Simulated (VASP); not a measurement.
Set up this calculation in VASP 6.6.1, as the native input.

```
Task                   : single point
Functional             : PBEsol
Potentials or basis    : VASP PAW PBE potentials, release 64 (Si, Fe)
Cutoff                 : 520 eV
k mesh                 : 1 × 1 × 1
Occupations            : gaussian, width 0.02 eV
Spin                   : collinear spin, ferromagnetic start
Starting moments       : [0.0, 0.0, 0.0, 0.0, 0.0, 0.0, 0.0, 0.0, 0.0, 0.0, 0.0, 0.0, 0.0, 0.0, 0.0, 0.0, 1.6] μB
Dipole correction      : no
Further INCAR settings : ALGO = Normal; EDIFF = 1e-06; NBANDS = 54
```

The structure of FeSi16 (a cell with a defect) lies in POSCAR:

```
FeSi16
1.0
    0.0000000000      5.4300000000      5.4300000000
    5.4300000000      0.0000000000      5.4300000000
    5.4300000000      5.4300000000      0.0000000000
Si Fe
16 1
Direct
   -0.0022678637      0.0014360037      0.0013787293
    0.1250235727      0.1249252302      0.1249749540
    0.0018449355     -0.0040703499      0.5018524862
    0.1261167587      0.1225147330      0.6261156538
    0.0017633517      0.5018073665     -0.0038569061
    0.1261545120      0.6261465930      0.1225322284
   -0.0007925414      0.4992433702      0.4992148250
    0.1233619705      0.6231393186      0.6233197974
    0.5006022099      0.0006454880      0.0006104972
    0.6247918969      0.1247594843      0.1247860037
    0.5013727440      0.0014438306      0.4977276243
    0.6249781768      0.1249122468      0.6250273481
    0.5014057090      0.4977069982      0.0014197053
    0.6249302026      0.6250421731      0.1249191529
    0.4961919890      0.5017881215      0.5017536832
    0.6225354512      0.6261557090      0.6261621547
    0.8735625230      0.3732415285      0.3735041436
```

One way to write it, as run:

INCAR

```
PREC     = Accurate       # precision mode
ENCUT    = 520            # plane-wave cutoff, eV
EDIFF    = 1E-6           # SCF threshold, eV
ISMEAR   = 0              # smearing method
SIGMA    = 0.02           # smearing width, eV
LREAL    = False          # projectors in reciprocal space
LASPH    = True           # aspherical terms in the spheres
NELM     = 200            # most SCF steps
ALGO     = Normal         # electronic algorithm
ISIF     = 2              # what is computed and relaxed
LWAVE    = False          # write WAVECAR
LCHARG   = True           # write CHGCAR
ISPIN    = 2              # spin polarisation
MAGMOM   = 0 0 0 0 0 0 0 0 0 0 0 0 0 0 0 0 1.6 # initial moments
LORBIT   = 11             # projections on sites
LMAXMIX  = 4              # l up to which the mixer works
GGA      = PS             # functional
LELF     = True           # ELF
LVHAR    = True         
NBANDS   = 54             # bands
GGA_COMPAT= False
```

KPOINTS

```
Automatic mesh
0
Gamma
  1 1 1
```

Potentials or basis: VASP PAW PBE potentials, release 64 (Si, Fe).

Command:

```sh
$ cat potpaw_PBE.64/Si/POTCAR potpaw_PBE.64/Fe/POTCAR > POTCAR
$ mpirun -np 1 vasp_gam > vasp.out
```

It gave:

The pressure is 4.3 GPa. The largest force is 1.029 eV/Å. The net moment is 4.00 μB per cell, the site moments are Si +0.03, +0.08, +0.11, +0.07, +0.10, +0.06, -0.01, +0.04 (each value once); Fe +1.48 μB and the valence electrons inside the program's atomic spheres are Si 1.68, 1.66, 1.70, 1.67, 1.69, 1.73 (each value once); Fe 7.34.

Caveat: the k points lie up to 1.00 Å⁻¹ apart, too coarse for converged energies, forces and pressures; the PAW data sets were made with another functional, which shifts forces and pressure a little.

It took 3.7 min on 1 thread of Intel Xeon 8259CL (shared host), peak memory 0.62 GiB.
